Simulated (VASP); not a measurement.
# LiNbO3 (R3c) in VASP: single point with PBE

Aim: the single point of LiNbO3 with PBE.

Everything below comes from runs of VASP 6.6.1. Logs are shortened: lines on timing, memory, paths and dates and some standing lists are left out, and cuts for length are marked.

## 1. The cell of the first run

Symmetry: R3c, No. 161, trigonal system. Conventional cell: a = 5.152 Å, b = 5.152 Å, c = 13.869 Å, α = 90.00°, β = 90.00°, γ = 120.00°. Within 2.7 Å of Li (site symmetry 3) lie 6 O at 2.07 to 2.24 Å. Nb (site symmetry 3) has 6 O at 1.88 to 2.13 Å within 2.5 Å. Within 2.5 Å of O (site symmetry 1) lie 2 Nb at 1.88 to 2.13 Å and 2 Li at 2.07 to 2.24 Å.

## 2. Single point, PBE

INCAR reads:

```
SYSTEM = LiNbO3
PREC     = Accurate       ! precision mode
ENCUT    = 520            ! plane-wave cutoff, eV
EDIFF    = 1E-6           ! SCF threshold, eV
ISMEAR   = 0              ! smearing method
SIGMA    = 0.05           ! smearing width, eV
LREAL    = Auto         
LASPH    = .True.         ! aspherical terms in the spheres
NELM     = 100            ! most SCF steps
ALGO     = Normal         ! electronic algorithm
ISIF     = 2              ! what is computed and relaxed
LWAVE    = .False.        ! write WAVECAR
LCHARG   = .True.         ! write CHGCAR
GGA      = PE             ! functional
LELF     = .True.         ! ELF
LVHAR    = .True.       
NBANDS   = 162            ! bands
```

KPOINTS reads:

```
regular mesh
0
Gamma
  3 3 3
  0 0 0
```

POSCAR reads:

```
LiNbO3
1.0
   -5.1516000000     -2.9742780000      4.6230000000
    5.1516000000     -2.9742780000      4.6230000000
    0.0000000000      5.9485550000      4.6230000000
Li Nb O
8 8 24
Direct
    0.2815000000      0.2815000000      0.2815000000
    0.7815000000      0.7815000000      0.2815000000
    0.7815000000      0.2815000000      0.7815000000
    0.2815000000      0.7815000000      0.7815000000
    0.7815000000      0.2815000000      0.2815000000
    0.2815000000      0.7815000000      0.2815000000
    0.2815000000      0.2815000000      0.7815000000
    0.7815000000      0.7815000000      0.7815000000
    0.0000550000      0.0000550000      0.0000550000
    0.5000550000      0.5000550000      0.0000550000
    0.5000550000      0.0000550000      0.5000550000
    0.0000550000      0.5000550000      0.5000550000
    0.5000550000      0.0000550000      0.0000550000
    0.0000550000      0.5000550000      0.0000550000
    0.0000550000      0.0000550000      0.5000550000
    0.5000550000      0.5000550000      0.5000550000
    0.5389750000      0.4159500000      0.2353350000
    0.0389750000      0.9159500000      0.2353350000
    0.0389750000      0.4159500000      0.7353350000
    0.5389750000      0.9159500000      0.7353350000
    0.7353350000      0.0389750000      0.4159500000
    0.2353350000      0.5389750000      0.4159500000
    0.2353350000      0.0389750000      0.9159500000
    0.7353350000      0.5389750000      0.9159500000
    0.9159500000      0.2353350000      0.0389750000
    0.4159500000      0.7353350000      0.0389750000
    0.4159500000      0.2353350000      0.5389750000
    0.9159500000      0.7353350000      0.5389750000
    0.2353350000      0.4159500000      0.0389750000
    0.7353350000      0.9159500000      0.0389750000
    0.7353350000      0.4159500000      0.5389750000
    0.2353350000      0.9159500000      0.5389750000
    0.4159500000      0.0389750000      0.2353350000
    0.9159500000      0.5389750000      0.2353350000
    0.9159500000      0.0389750000      0.7353350000
    0.4159500000      0.5389750000      0.7353350000
    0.0389750000      0.2353350000      0.4159500000
    0.5389750000      0.7353350000      0.4159500000
    0.5389750000      0.2353350000      0.9159500000
    0.0389750000      0.7353350000      0.9159500000
```

Potentials or basis: VASP PAW PBE potentials, release 64 (Li_sv, Nb_sv, O).

On the command line:

```bash
$ cat potpaw_PBE.64/Li_sv/POTCAR potpaw_PBE.64/Nb_sv/POTCAR potpaw_PBE.64/O/POTCAR > POTCAR
$ mpirun -np 1 vasp_std > vasp.out
```

OUTCAR:

```text
SYSTEM = LiNbO3
   PREC = Accurate
   ENCUT = 520
   EDIFF = 1E-6
   ISMEAR = 0
   LREAL = Auto
   LASPH = .True.
   NELM = 100
   ISIF = 2
   GGA = PE

 ion  position               nearest neighbor table
   1  0.282  0.282  0.282-  29 2.07  33 2.07  37 2.07  27 2.24  22 2.24  17 2.24
   2  0.782  0.782  0.282-  30 2.07  34 2.07  38 2.07  28 2.24  21 2.24  18 2.24
   3  0.782  0.282  0.782-  31 2.07  35 2.07  39 2.07  25 2.24  24 2.24  19 2.24
   4  0.282  0.782  0.782-  32 2.07  36 2.07  40 2.07  26 2.24  23 2.24  20 2.24
   5  0.782  0.282  0.282-  25 2.07  17 2.07  21 2.07  31 2.24  37 2.24  34 2.24
   6  0.282  0.782  0.282-  26 2.07  18 2.07  22 2.07  32 2.24  38 2.24  33 2.24
[... 8 lines left out ...]
  15  0.000  0.000  0.500-  35 1.88  32 1.88  37 1.88  18 2.13  21 2.13  28 2.13
  16  0.500  0.500  0.500-  36 1.88  31 1.88  38 1.88  17 2.13  22 2.13  27 2.13
  17  0.539  0.416  0.235-  10 1.88   5 2.07  16 2.13   1 2.24
  18  0.039  0.916  0.235-   9 1.88   6 2.07  15 2.13   2 2.24
  19  0.039  0.416  0.735-  12 1.88   7 2.07  14 2.13   3 2.24
  20  0.539  0.916  0.735-  11 1.88   8 2.07  13 2.13   4 2.24
  21  0.735  0.039  0.416-  11 1.88   5 2.07  15 2.13   2 2.24
  22  0.235  0.539  0.416-  12 1.88   6 2.07  16 2.13   1 2.24
[... 16 lines left out ...]
  39  0.539  0.235  0.916-  13 1.88   3 2.07  10 2.13   7 2.24
  40  0.039  0.735  0.916-  14 1.88   4 2.07   9 2.13   8 2.24

  LATTYP: Found a trigonal (rhomboedric) cell.
 ALAT       =     7.5337530878
 COS(alpha) =     0.0648280267

  Lattice vectors:

 A1 = (  -5.1516000000,  -2.9742780000,   4.6230000000)
 A2 = (   5.1516000000,  -2.9742780000,   4.6230000000)
 A3 = (   0.0000000000,   5.9485550000,   4.6230000000)

Analysis of symmetry for initial positions (statically):
=====================================================================
 Subroutine PRICEL returns following result:

  LATTYP: Found a trigonal (rhomboedric) cell.
 ALAT       =     5.4971315755
 COS(alpha) =     0.5608812219

  Lattice vectors:

 A1 = (   2.5758000000,   1.4871385000,   4.6230000000)
 A2 = (  -2.5758000000,   1.4871385000,   4.6230000000)
 A3 = (   0.0000000000,  -2.9742780000,   4.6230000000)

   4 primitive cells build up your supercell.

 Routine SETGRP: Setting up the symmetry group for a
 trigonal (rhombohedral) supercell.

 Subroutine GETGRP returns: Found  6 space group operations
 (whereof  3 operations were pure point group operations)
 out of a pool of 12 trial point group operations.

The static configuration has the point symmetry C_3 .
 The point group associated with its full space group is C_3v.

Analysis of symmetry for dynamics (positions and initial velocities):
=====================================================================
 Subroutine PRICEL returns following result:

  LATTYP: Found a trigonal (rhomboedric) cell.
 ALAT       =     5.4971315755
 COS(alpha) =     0.5608812219

  Lattice vectors:

 A1 = (   2.5758000000,   1.4871385000,   4.6230000000)
 A2 = (  -2.5758000000,   1.4871385000,   4.6230000000)
 A3 = (   0.0000000000,  -2.9742780000,   4.6230000000)

   4 primitive cells build up your supercell.

 Routine SETGRP: Setting up the symmetry group for a
 trigonal (rhombohedral) supercell.

 Subroutine GETGRP returns: Found  6 space group operations
 (whereof  3 operations were pure point group operations)
 out of a pool of 12 trial point group operations.

The dynamic configuration has the point symmetry C_3 .
 The point group associated with its full space group is C_3v.

 Subroutine INISYM returns: Found  6 space group operations
 (whereof  3 operations are pure point group operations),
 and found     4 'primitive' translations

----------------------------------------------------------------------------------------

                                     Primitive cell

  volume of cell :     106.2524

  direct lattice vectors                    reciprocal lattice vectors
     2.575800000  1.487138500  4.623000000     0.194114450  0.112072029  0.072103260
    -2.575800000  1.487138500  4.623000000    -0.194114450  0.112072029  0.072103260
     0.000000000 -2.974278000  4.623000000     0.000000000 -0.224144058  0.072103236

  length of vectors
     5.497131575  5.497131575  5.497131854     0.235455812  0.235455812  0.235455804

  position of ions in fractional coordinates (direct lattice)
     0.281500000  0.281500000  0.281500000
     0.781500000  0.781500000  0.781500000
     0.000055000  0.000055000  0.000055000
     0.500055000  0.500055000  0.500055000
     0.112310000  0.358360000  0.719590000
     0.719590000  0.112310000  0.358360000
     0.358360000  0.719590000  0.112310000
     0.219590000  0.858360000  0.612310000
     0.858360000  0.612310000  0.219590000
     0.612310000  0.219590000  0.858360000

  ion indices of the primitive-cell ions
   primitive index   ion index
                 1           1
                 2           5
                 3          11
                 4          16
                 5          17
                 6          22
                 7          27
                 8          29
                 9          33
                10          37

----------------------------------------------------------------------------------------

 KPOINTS: regular mesh

Automatic generation of k-mesh.
 Grid dimensions read from file:
 generate k-points for:    3    3    3

 Generating k-lattice:

  Cartesian coordinates                     Fractional coordinates (reciprocal lattice)
    -0.032352408 -0.018678672  0.024034416     0.333333333  0.000000000  0.000000000
     0.032352408 -0.018678672  0.024034416     0.000000000  0.333333333  0.000000000
     0.000000000  0.037357343  0.024034420     0.000000000  0.000000000  0.333333333

  Length of vectors
     0.044420989  0.044420989  0.044420991

  Shift w.r.t. Gamma in fractional coordinates (k-lattice)
     0.000000000  0.000000000  0.000000000

 Subroutine IBZKPT returns following result:
 ===========================================

 Found      6 irreducible k-points:

 Following reciprocal coordinates:
            Coordinates               Weight
  0.000000  0.000000  0.000000      1.000000
  0.333333  0.000000  0.000000      6.000000
  0.333333  0.333333  0.000000      6.000000
 -0.333333  0.333333  0.000000      6.000000
  0.333333  0.333333  0.333333      2.000000
 -0.333333  0.333333  0.333333      6.000000
   k-points           NKPTS =      6   k-points in BZ     NKDIM =      6   number of bands    NBANDS=    162
   number of dos      NEDOS =    301   number of ions     NIONS =     40
   total plane-waves  NPLWV = 175616
   dimension x,y,z NGX =    56 NGY =   56 NGZ =   56
   dimension x,y,z NGXF=   112 NGYF=  112 NGZF=  112
   ions per type =               8   8  24
   NGX,Y,Z   is equivalent  to a cutoff of  12.36, 12.36, 12.36 a.u.
   NGXF,Y,Z  is equivalent  to a cutoff of  24.71, 24.71, 24.71 a.u.
 SYSTEM =  LiNbO3
   PREC   = accura    normal or accurate (medium, high low for compatibility)
   ISTART =      0    job   : 0-new  1-cont  2-samecut
   ICHARG =      2    charge: 1-file 2-atom 10-const
   ISPIN  =      1    spin polarized calculation?
   LNONCOLLINEAR =      F non collinear calculations
   LSORBIT =      F    spin-orbit coupling
   LASPH  =      T    aspherical Exc in radial PAW
   ENCUT  =  520.0 eV  38.22 Ry    6.18 a.u.  14.01 14.01 14.01*2*pi/ulx,y,z
   NELM   =    100;   NELMIN=  2; NELMDL= -5     # of ELM steps
   EDIFF  = 0.1E-05   stopping-criterion for ELM
   LREAL  =      T    real-space projection
   EDIFFG = 0.1E-04   stopping-criterion for IOM
   NSW    =      0    number of steps for IOM
   IBRION =     -1    ionic relax: 0-MD 1-quasi-New 2-CG
   NFREE  =      0    steps in history (QN), initial steepest desc. (CG)
   ISIF   =      2    stress and relaxation
   ISYM   =      2    0-nonsym 1-usesym 2-fastsym
   POTIM  = 0.5000    time-step for ionic-motion
   TEBEG  =    0.0;   TEEND  =   0.0 temperature during run
   PSTRESS=    0.0 pullay stress
   NELECT =     272.0000    total number of electrons
   NUPDOWN=      -1.0000    fix difference up-down
   EMIN   =  10.00;   EMAX   =-10.00  energy-range for DOS
   EFERMI =   0.00;   METHOD = LEGACY
   ISMEAR =     0;   SIGMA  =   0.05  broadening in eV -4-tet -1-fermi 0-gaus
   EFERMI_NEDOS =   21; number of points for ismear=-14 and -15
   IALGO  =     38    algorithm
   IMIX   =      4    mixing-type and parameters
     AMIX     =   0.40;   BMIX     =  1.00
     AMIX_MAG =   1.60;   BMIX_MAG =  1.00
  volume/ion in A,a.u.               =      10.63        71.70
  Fermi-wavevector in a.u.,A,eV,Ry     =   1.410798  2.666022 27.080374  1.990351
  Thomas-Fermi vector in A             =   2.532715
   LORBIT       =      0    0 simple, 1 ext, 2 COOP (PROOUT), +10 PAW based schemes
   GGA     = PE    functional components
   LHFCALC =     F    Hartree Fock is set to
   AEXX    =    0.0000 exact exchange contribution
   IVDW    =     0    specifies the selected vdW correction
   LEPSILON=     F    determine dielectric tensor
   LRPA    =     F    only Hartree local field effects (RPA)
 non-spin polarized calculation
 Gauss-broadening in eV      SIGMA  =   0.05
  energy-cutoff  :      520.00
  volume of cell :      425.01
 maximum number of plane-waves:     11486
   NGX = 29   NGY = 29   NGZ = 29

 number of electron     272.0000208 magnetization

 Free energy of the ion-electron system (eV)
  ---------------------------------------------------
  ext. energy  EPLUGINS =         0.00000000
  ---------------------------------------------------
  free energy    TOTEN  =      -320.03143328 eV

  energy without entropy =     -320.03143328  energy(sigma->0) =     -320.03143328

 E-fermi :   3.8853     XC(G=0): -10.7958

 val. band max:        3.5531948409   @ k =   0.0000   0.0000   0.0000
 cond. band min:       7.1563438003   @ k =   0.3333   0.0000   0.0000
 fundamental gap:      3.6031489594
 Fermi energy:         3.8852577843

 k-point     1 :       0.0000    0.0000    0.0000
  band No.  band energies     occupation
      1     -50.6020      2.00000
      2     -50.5968      2.00000
      3     -50.5968      2.00000
      4     -50.5968      2.00000
      5     -50.5916      2.00000
      6     -50.5916      2.00000
[... 895 lines left out ...]
    147       8.2096      0.00000
    148       8.2511      0.00000
 [bands above 148 left out]

------------------------ aborting loop because EDIFF is reached ----------------------------------------

  FORCE on cell =-STRESS in cart. coord.  units (eV):
  Direction    XX          YY          ZZ          XY          YZ          ZX
  --------------------------------------------------------------------------------------
  -------------------------------------------------------------------------------------
  Total       11.5030325     11.5030327     11.0075121     -0.0000000     -0.0000008      0.0000000
  in kB       43.3634814     43.3634819     41.4954966     -0.0000000     -0.0000030      0.0000000
  external PRESSURE =      42.7408200 kB  Pullay stress =       0.0000000 kB

 VOLUME and BASIS-vectors are now :
 -----------------------------------------------------------------------------
  energy-cutoff  :      520.00
  volume of cell :      425.01
      direct lattice vectors                 reciprocal lattice vectors
    -5.151600000 -2.974278000  4.623000000    -0.097057225 -0.056036015  0.072103248
     5.151600000 -2.974278000  4.623000000     0.097057225 -0.056036015  0.072103248
     0.000000000  5.948555000  4.623000000     0.000000000  0.112072029  0.072103260

 POSITION                                       TOTAL-FORCE (eV/Angst)
 -----------------------------------------------------------------------------------
      0.00000     -0.00000      3.90412        -0.000000     -0.000000      0.007678
      0.00000     -2.97428      8.52712        -0.000000     -0.000000      0.007678
     -2.57580      1.48714      8.52712        -0.000000     -0.000000      0.007678
      2.57580      1.48714      8.52712        -0.000000     -0.000000      0.007678
     -2.57580     -1.48714      6.21562        -0.000000     -0.000000      0.007678
      2.57580     -1.48714      6.21562        -0.000000     -0.000000      0.007678
[... 32 lines left out ...]
     -1.56423      3.14557      7.81407        -0.023373     -0.190346      0.035827
      3.58737      3.14557      7.81407        -0.023373     -0.190346      0.035827
 -----------------------------------------------------------------------------------
    total drift:                                0.000000      0.000024     -0.035881

  FREE ENERGIE OF THE ION-ELECTRON SYSTEM (eV)
  ---------------------------------------------------
  free  energy   TOTEN  =      -320.0314332815 eV

  energy  without entropy=     -320.0314332815  energy(sigma->0) =     -320.03143328
```

Run time: 13 min. Hardware: 1 thread of Intel Xeon Platinum 8259CL at 2.50GHz (Skylake/Cascade Lake), shared host; peak memory 0.58 GiB.

What came out:

```
Free energy            : -320.0314 eV
Largest force          : 0.195 eV/Å
Band gap on the k mesh : 3.60 eV
```

Forces in eV/Å, atoms in the order of the input:
```
Li   0.000  0.000  0.008
Li   0.000  0.000  0.008
Li   0.000  0.000  0.008
Li   0.000  0.000  0.008
Li   0.000  0.000  0.008
Li   0.000  0.000  0.008
Li   0.000  0.000  0.008
Li   0.000  0.000  0.008
Nb   0.000  0.000 -0.115
Nb   0.000  0.000 -0.115
Nb   0.000  0.000 -0.115
Nb   0.000  0.000 -0.115
Nb   0.000  0.000 -0.115
Nb   0.000  0.000 -0.115
Nb   0.000  0.000 -0.115
Nb   0.000  0.000 -0.115
O   -0.177  0.075  0.036
O   -0.177  0.075  0.036
O   -0.177  0.075  0.036
O   -0.177  0.075  0.036
O    0.023 -0.190  0.036
O    0.023 -0.190  0.036
O    0.023 -0.190  0.036
O    0.023 -0.190  0.036
O    0.153  0.115  0.036
O    0.153  0.115  0.036
O    0.153  0.115  0.036
O    0.153  0.115  0.036
O   -0.153  0.115  0.036
O   -0.153  0.115  0.036
O   -0.153  0.115  0.036
O   -0.153  0.115  0.036
O    0.177  0.075  0.036
O    0.177  0.075  0.036
O    0.177  0.075  0.036
O    0.177  0.075  0.036
O   -0.023 -0.190  0.036
O   -0.023 -0.190  0.036
O   -0.023 -0.190  0.036
O   -0.023 -0.190  0.036
```

Caveat: the cutoff is under 1.25 times the usual one of these potentials, so pressure, stress and relaxed cells hold a basis-set (Pulay) error; an odd mesh through Γ misses points on the zone boundary, where band edges can lie.
